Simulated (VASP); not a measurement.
Wanted: the native input for a VASP 6.6.1 run.

| Property | Result |
| --- | --- |
| Task | single point |
| Functional | PBE |
| Dispersion | D3(BJ) |
| Potentials or basis | VASP PAW PBE potentials, release 64 (C) |
| Cutoff | 520 eV |
| k mesh | 21 × 21 × 1 |
| Occupations | gaussian, width 0.1 eV |
| Spin | no spin polarisation |
| Dipole correction | yes |
| Further INCAR settings | ALGO = Normal; EDIFF = 1e-06; NBANDS = 11 |

The structure of C lies in POSCAR:

```
C
1.0
    2.4710000000      0.0000000000      0.0000000000
   -1.2355000000      2.1399487728      0.0000000000
    0.0000000000      0.0000000000     26.0024170307
C
2
Direct
    0.6666666667      0.3333333333      0.5082492331
    0.3333333333      0.6666666667      0.4917507669
```

These files were run (other wordings do the same):

INCAR

```
SYSTEM = C
  PREC = Accurate
  ENCUT = 520
  EDIFF = 1E-6
  ISMEAR = 0
  SIGMA = 0.1
  LREAL = .False.
  LASPH = .True.
  NELM = 100
  ALGO = Normal
  ISIF = 2
  LWAVE = .False.
  LCHARG = .False.
  LDIPOL = .True.
  IDIPOL = 3
  DIPOL = 0.5 0.5 0.500
  GGA = PE
  IVDW = 12
  NBANDS = 11
```

KPOINTS

```
Automatic mesh
0
Gamma
  21 21 1
  0 0 0
```

Potentials or basis: VASP PAW PBE potentials, release 64 (C).

Launch:

```sh
$ cat potpaw_PBE.64/C/POTCAR > POTCAR
$ mpirun -np 1 vasp_std > vasp.out
```

It gave:

- Largest force: 7.328 eV/Å
- Band gap on the k mesh: zero (filled and empty bands touch)
- Dispersion energy per atom: -0.088 eV

It took 2.6 min on 1 thread of Intel(R) Xeon(R) Platinum 8375C CPU @ 2.90GHz (Ice Lake), with other jobs on the host, peak memory 0.26 GiB.
